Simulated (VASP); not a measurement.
Runs of VASP 6.6.1 on C. The structure is that of space group R-3m (No. 166), or close to it. The cells are those of the table. 

```tsv
level	potentials or basis	cell	smearing	gap on the mesh (eV)	pressure (GPa)	largest force (eV/Å)
SVWN5	VASP PAW PBE potentials, release 64 (C)	a = 8.404 Å, angles 16.9°, 4 atoms	fermi-dirac 0.1 eV	0.19	-5.5	0.01
PBEsol	VASP PAW PBE potentials, release 64 (C)	a = 8.404 Å, angles 16.9°, 4 atoms	gaussian 0.1 eV	0.19	-1.5	-
PBEsol	VASP PAW PBE potentials, release 64 (C)	a = 8.404 Å, angles 16.9°, 4 atoms	fermi-dirac 0.05 eV	0.19	-1.5	-
LDA	VASP PAW LDA potentials, release 64 (C)	a = 8.404 Å, angles 16.9°, 4 atoms	fermi-dirac 0.05 eV	0.19	-5.5	0.01
LDA	VASP PAW LDA potentials, release 64 (C)	a = 8.404 Å, angles 16.9°, 4 atoms	gaussian 0.02 eV	0.19	-5.5	0.01
RPBE	VASP PAW PBE potentials, release 64 (C)	a = 8.404 Å, angles 16.9°, 4 atoms	fermi-dirac 0.05 eV	0.18	3.5	(a)
LDA	VASP PAW LDA potentials, release 64 (C)	a = 8.460 Å, angles 16.9°, 4 atoms	fermi-dirac 0.05 eV	0.19	-9.6	0.01
```

Alike in all rows: task single point; no spin polarisation; k mesh 12 × 12 × 12; cutoff (eV) 520.

Problem. Fill in the values left out.

Solution. (a) 0.02.

Caveats: the PAW data sets were made with another functional, which shifts forces and pressure a little (some runs).

A k mesh can miss the band edges.
